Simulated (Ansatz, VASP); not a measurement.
# Al12H in VASP and in Ansatz

File INCAR:

```
SYSTEM = Al12H
ALGO     = Normal         ! electronic algorithm
DIPOL    = 0.5 0.5 0.302
EDIFF    = 1E-6           ! SCF threshold, eV
ENCUT    = 520            ! plane-wave cutoff, eV
GGA      = PE             ! functional
IDIPOL   = 3            
ISIF     = 2              ! what is computed and relaxed
ISMEAR   = 0              ! smearing method
ISPIN    = 2              ! spin polarisation
LASPH    = .TRUE.         ! aspherical terms in the spheres
LCHARG   = .TRUE.         ! write CHGCAR
LDIPOL   = .TRUE.       
LELF     = .TRUE.         ! ELF
LORBIT   = 11             ! projections on sites
LREAL    = .FALSE.        ! projectors in reciprocal space
LVACPOTAV= .TRUE.       
LVHAR    = .TRUE.       
LWAVE    = .FALSE.        ! write WAVECAR
MAGMOM   = 0 0 0 0 0 0 0 0 0 0 0 0 1 ! initial moments
NBANDS   = 34             ! bands
NELM     = 150            ! most SCF steps
PREC     = Accurate       ! precision mode
SIGMA    = 0.1            ! smearing width, eV
```

The input KPOINTS:

```
k-points
0
G
  6 6 1
  0 0 0
```

POSCAR

```
Al12H
1.0
    5.7135165838      0.0000000000      0.0000000000
   -2.8567582919      4.9480505065      0.0000000000
    0.0000000000      0.0000000000     21.6013781936
Al H
12 1
Direct
    0.3333333333      0.1666666667      0.1851733702
    0.3333333333      0.6666666667      0.1851733702
    0.8333333333      0.1666666667      0.1851733702
    0.8333333333      0.6666666667      0.1851733702
    0.1666666667      0.3333333333      0.2916813828
    0.1666666667      0.8333333333      0.2916813828
    0.6666666667      0.3333333333      0.2916813828
    0.6666666667      0.8333333333      0.2916813828
    0.0000000000      0.0000000000      0.3981865470
    0.0000000000      0.5000000000      0.3981865470
    0.5000000000      0.0000000000      0.3981865470
    0.5000000000      0.5000000000      0.3981865470
    0.1666666667     -0.1666666667      0.4301289534
```

Input for Ansatz:

```yaml
crystal:
  lattice:
    - [5.7135165838, 0.0, 0.0]
    - [-2.8567582919, 4.9480505065, 0.0]
    - [0.0, 0.0, 21.6013781936]
  atoms:
    - { symbol: Al, position: [0.3333333333, 0.1666666667, 0.1851733702] }
    - { symbol: Al, position: [0.3333333333, 0.6666666667, 0.1851733702] }
    - { symbol: Al, position: [0.8333333333, 0.1666666667, 0.1851733702] }
    - { symbol: Al, position: [0.8333333333, 0.6666666667, 0.1851733702] }
    - { symbol: Al, position: [0.1666666667, 0.3333333333, 0.2916813828] }
    - { symbol: Al, position: [0.1666666667, 0.8333333333, 0.2916813828] }
    - { symbol: Al, position: [0.6666666667, 0.3333333333, 0.2916813828] }
    - { symbol: Al, position: [0.6666666667, 0.8333333333, 0.2916813828] }
    - { symbol: Al, position: [0.0, 0.0, 0.398186547] }
    - { symbol: Al, position: [0.0, 0.5, 0.398186547] }
    - { symbol: Al, position: [0.5, 0.0, 0.398186547] }
    - { symbol: Al, position: [0.5, 0.5, 0.398186547] }
    - { symbol: H, position: [0.1666666667, -0.1666666667, 0.4301289534], spin: 1.0 }
basis:
  ecutwfc: 420
kpoints:
  mp_grid: { grid: [6, 6, 1] }
hamiltonian:
  xc: pbe
  pseudopotentials: { kind: paw, azcp: { folder: soft_1 } }
scf:
  occupations: { method: gaussian, width: 0.1 }
output:
  forces: true
  eigenvalues: true
  populations: true
magnetization:
  spin_polarized: true
efield:
  axis: 3
  dipole_correction: true
  ramp_width: 0.04
```

Alike in both runs: task single point; functional PBE; k mesh 6 × 6 × 1; occupations gaussian, width 0.1 eV; collinear spin.

|  | VASP | Ansatz |
| --- | --- | --- |
| version | VASP 6.6.1 | Ansatz 0.2.0 |
| potentials or method | VASP PAW PBE potentials, release 64 (Al, H), cutoff 520 eV | scalar-relativistic, plane waves, PAW |
| valence electrons in the cell | 37 | 37 |

|  | VASP | Ansatz | Ansatz less VASP |
| --- | --- | --- | --- |
| gap on the k mesh at the Fermi level (eV) | none | none | - |
| rms of the force components (eV/Å) | 0.219 | 0.219 | +0.0004 |
| net moment per atom (μB) | 0.00 | 0.00 | 0.000 |
| work function, face that differs most (eV) | 3.80 | 3.80 | -0.001 |

Atom by atom the forces differ by 0.001 eV/Å (rms over components). A gap of «none» marks a metal or a gap that the smearing closes. With one functional, cell and mesh, what is left measures potentials, basis and numerics. Ansatz's warnings: seeded moment not kept.
